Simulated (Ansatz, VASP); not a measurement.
MgO in VASP and in Ansatz

Contents of POSCAR:

```
MgO
1.0
    2.6233491278      0.0000000000      0.0000000000
    0.0000000000      2.6233491278      0.0000000000
    0.0000000000      0.0000000000      2.6233491278
Mg O
1 1
Direct
    0.0000000000      0.0000000000      0.0000000000
    0.5000000000      0.5000000000      0.5000000000
```

INCAR.step1

```
SYSTEM = MgO
ALGO = Normal
EDIFF = 1E-5
ENCUT = 920
GGA = PE
GGA_COMPAT = .FALSE.
ISMEAR = 1
LASPH = .TRUE.
LCHARG = .FALSE.
LREAL = .FALSE.
LWAVE = .TRUE.
NBANDS = 15
NELM = 120
PREC = Accurate
SIGMA = 0.2
```

INCAR.step2

```
SYSTEM = MgO
ALGO = Normal
EDIFF = 1E-6
ENCUT = 920
GGA_COMPAT = .FALSE.
ISIF = 2
ISMEAR = 1
ISTART = 1
LASPH = .TRUE.
LCHARG = .FALSE.
LMIXTAU = .TRUE.
LREAL = .FALSE.
LWAVE = .FALSE.
METAGGA = R2SCAN
NBANDS = 15
NELM = 120
PREC = Accurate
SIGMA = 0.2
```

KPOINTS

```
k-points
0
G
  6 6 6
  0 0 0
```

Input for Ansatz:

```yaml
crystal:
  lattice:
    - [2.6233491278, 0.0, 0.0]
    - [0.0, 2.6233491278, 0.0]
    - [0.0, 0.0, 2.6233491278]
  atoms:
    - { symbol: Mg, position: [0.0, 0.0, 0.0] }
    - { symbol: O, position: [0.5, 0.5, 0.5] }
kpoints:
  mp_grid: { grid: [6, 6, 6] }
hamiltonian:
  xc: r2scan
scf:
  occupations: { method: methfessel_paxton, width: 0.2 }
  n_extra_bands: 4
output:
  forces: true
  stress: true
  eigenvalues: true
```

Alike in both runs: task single point; functional r2SCAN; k mesh 6 × 6 × 6; occupations methfessel-paxton of order 1, width 0.2 eV; no spin polarisation.

|  | VASP | Ansatz |
| --- | --- | --- |
| version | VASP 6.6.1 | Ansatz 0.2.0 |
| potentials or method | VASP PAW PBE potentials, release 64 (Mg_sv, O) | plane waves |
| plane-wave cutoff (eV) | 920 | 500 |
| valence electrons in the cell | 16 | 16 |

Ansatz gave:

* gap on the k mesh at the Fermi level (eV): 3.49
* pressure (GPa): 0.0

**Question.** Which values does VASP return?

**Answer.** gap on the k mesh at the Fermi level (eV): 3.52; pressure (GPa): 0.6.

VASP's potentials were made for PBE, not for r2SCAN.
